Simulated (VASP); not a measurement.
Here is a VASP 6.6.1 calculation.

POSCAR

```
SiO2
1.0
   -2.5969068771      2.5969068771      3.5649482803
    2.5969068771     -2.5969068771      3.5649482803
    2.5969068771      2.5969068771     -3.5649482803
Si O
2 4
Direct
    0.0000000000      0.0000000000      0.0000000000
    0.7500000000      0.2500000000      0.5000000000
    0.9731664718      0.6250000000      0.8481664718
    0.3750000000      0.2231664718      0.3481664718
    0.7768335282      0.1250000000      0.1518335282
    0.8750000000      0.0268335282      0.6518335282
```

The input INCAR.step1:

```
PREC = Accurate ; ENCUT = 520
ISMEAR = 0 ; SIGMA = 0.05
LREAL = False ; LASPH = True
NELM = 100 ; NBANDS = 25
GGA = PE ; ALGO = Normal
EDIFF = 1E-4 ; LWAVE = True
LCHARG = False
```

Contents of INCAR.step2:

```
PREC = Accurate ; ENCUT = 520
EDIFF = 1E-7 ; ISMEAR = 0
SIGMA = 0.05 ; LREAL = False
LASPH = True ; NELM = 100
ALGO = Normal ; ISIF = 2
LWAVE = False ; LCHARG = True
METAGGA = R2SCAN ; LMIXTAU = True
LELF = True ; LVHAR = True
NBANDS = 25 ; ISTART = 1
```

Contents of KPOINTS:

```
regular mesh
0
Gamma
  6 6 6
```

Potentials or basis: VASP PAW PBE potentials, release 64 (Si, O).

Launch:

```sh
$ cat potpaw_PBE.64/Si/POTCAR potpaw_PBE.64/O/POTCAR > POTCAR
$ cp INCAR.step1 INCAR
$ mpirun -np 1 vasp_std > vasp.out
$ cp INCAR.step2 INCAR
$ mpirun -np 1 vasp_std > vasp.out
```

Problem. Estimate the largest force.

Solution. 0.836 eV/Å.

Problem. Predict the band gap on the k mesh.

Solution. 6.12 eV, direct.

Problem. Estimate the pressure.

Solution. -10.9 GPa.

Stress tensor (GPa, compression positive):
```
-12.49   0.00   0.00
  0.00 -12.49   0.00
  0.00   0.00  -7.62
```

Caveat: the cell differs from its parent crystal (strain +0.050 along x and y, -0.025 along z); the PAW data sets were made with another functional, which shifts forces and pressure a little. A k mesh can miss the band edges.
